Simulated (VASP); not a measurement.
A run of VASP 6.6.1 is set up as follows.

Contents of INCAR:

```
PREC = Accurate
ENCUT = 520
EDIFF = 1E-6
ISMEAR = 0
SIGMA = 0.15
LREAL = False
LASPH = True
NELM = 150
ALGO = Normal
ISIF = 2
LWAVE = False
LCHARG = False
ISPIN = 2
MAGMOM = 0.81
LORBIT = 11
LMAXMIX = 4
GGA = PS
NBANDS = 15
```

File KPOINTS:

```
regular mesh
0
Gamma
  22 22 22
```

POSCAR

```
Ni
1.0
    0.0000000000      1.6972320000      1.9093860000
    1.6972320000      0.0000000000      1.9093860000
    1.6972320000      1.6972320000      0.0000000000
Ni
1
Direct
    0.0000000000      0.0000000000      0.0000000000
```

Potentials or basis: VASP PAW PBE potentials, release 64 (Ni).

Command:

```sh
$ cat potpaw_PBE.64/Ni/POTCAR > POTCAR
$ mpirun -np 1 vasp_std > vasp.out
```

Q: Predict the pressure.

A: -10.3 GPa.

Q: Estimate the site moments.

A: Ni +0.63 μB.

Q: Estimate the net moment.

A: 0.62 μB per cell.

Stress tensor (GPa, compression positive):
```
 -4.75   0.00   0.00
  0.00  -4.75   0.00
  0.00   0.00 -21.31
```

Caveat: the cell differs from its parent crystal (strain -0.040 along x and y, +0.080 along z); the stress differs along the axes, from -21 to -5 GPa; the PAW data sets were made with another functional, which shifts forces and pressure a little.
